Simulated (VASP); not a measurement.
Runs of VASP 6.6.1 on NaCl. The structure is that of space group Fm-3m (No. 225), or close to it. The cells are those of the table. 

```tsv
task	cell	cutoff (eV)	smearing	gap on the mesh (eV)	pressure (GPa)
single point	a = 3.961 Å, angles 60.0°, 2 atoms	520	gaussian 0.02 eV	5.01	0.0
relaxation of cell and atoms	relaxed from a = 3.961 Å, angles 60.0°, 2 atoms	600	gaussian 0.01 eV	5.00	0.0
single point	a = 4.039 Å, angles 60.0°, 2 atoms	520	gaussian 0.02 eV	4.80	-1.3
single point	a = 4.000 Å, angles 60.0°, 2 atoms	520	gaussian 0.02 eV	4.90	(b)
single point	a = 3.796 Å, angles 60.0°, 2 atoms	520	gaussian 0.02 eV	(a)	4.5
```

Alike in all rows: level PBEsol; potentials or basis VASP PAW PBE potentials, release 64 (Na_pv, Cl); no spin polarisation; k mesh 8 × 8 × 8.

Question: Fill in the values left out.

Answer: (a) 5.54; (b) -0.7.

Caveats: the PAW data sets were made with another functional, which shifts forces and pressure a little.

A k mesh can miss the band edges.
